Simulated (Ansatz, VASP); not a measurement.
## Mg in VASP and in Ansatz

```
CELL_PARAMETERS angstrom
2.94053 0.00000 0.00000
-1.47026 2.54657 0.00000
0.00000 0.00000 6.20622
ATOMIC_POSITIONS crystal
Mg 0.33333 0.66667 0.25000
Mg 0.66667 0.33333 0.75000
```

Alike in both runs: task single point; functional PBEsol; k mesh 18 × 18 × 10; occupations gaussian, width 0.15 eV; no spin polarisation.

```csv
,VASP,Ansatz
version,VASP 6.6.1,Ansatz 0.2.0
potentials or method,"VASP PAW PBE potentials, release 64 (Mg), cutoff 520 eV","scalar-relativistic, plane waves, PAW"
valence electrons in the cell,4,20
```

```tsv
	VASP	Ansatz	Ansatz less VASP
gap on the k mesh at the Fermi level (eV)	none	none	-
pressure (GPa)	2.2	2.2	0.00
traceless stress, the component that is largest in VASP (GPa)	-8.56	-8.50	+0.068
```

VASP's potentials were made for PBE, not for PBEsol. A gap of «none» marks a metal or a gap that the smearing closes. VASP's potentials hold 4 valence electrons a cell and Ansatz's 20, so a difference there can come from the potentials and not from the codes.
